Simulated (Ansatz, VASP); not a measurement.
One calculation of Cu, two programs

```
CELL_PARAMETERS angstrom
0.00000 1.93681 1.42220
1.93681 0.00000 1.42220
1.93681 1.93681 0.00000
ATOMIC_POSITIONS crystal
Cu 0.00000 0.00000 0.00000
```

Alike in both runs: task single point; functional PBE; k mesh 24 × 24 × 24; occupations gaussian, width 0.15 eV; no spin polarisation.

|  | VASP | Ansatz |
| --- | --- | --- |
| version | VASP 6.6.1 | Ansatz 0.2.0 |
| potentials or method | VASP PAW PBE potentials, release 64 (Cu), cutoff 520 eV | scalar-relativistic, plane waves, PAW |
| valence electrons in the cell | 11 | 19 |

|  | VASP | Ansatz | Ansatz less VASP |
| --- | --- | --- | --- |
| gap on the k mesh at the Fermi level (eV) | none | none | - |
| pressure (GPa) | 23.0 | 21.9 | -1.18 |
| traceless stress, the component that is largest in VASP (GPa) | 0.35 | 0.35 | -0.001 |

A gap of «none» marks a metal or a gap that the smearing closes. With one functional, cell and mesh, what is left measures potentials, basis and numerics. VASP's potentials hold 11 valence electrons a cell and Ansatz's 19, so a difference there can come from the potentials and not from the codes.
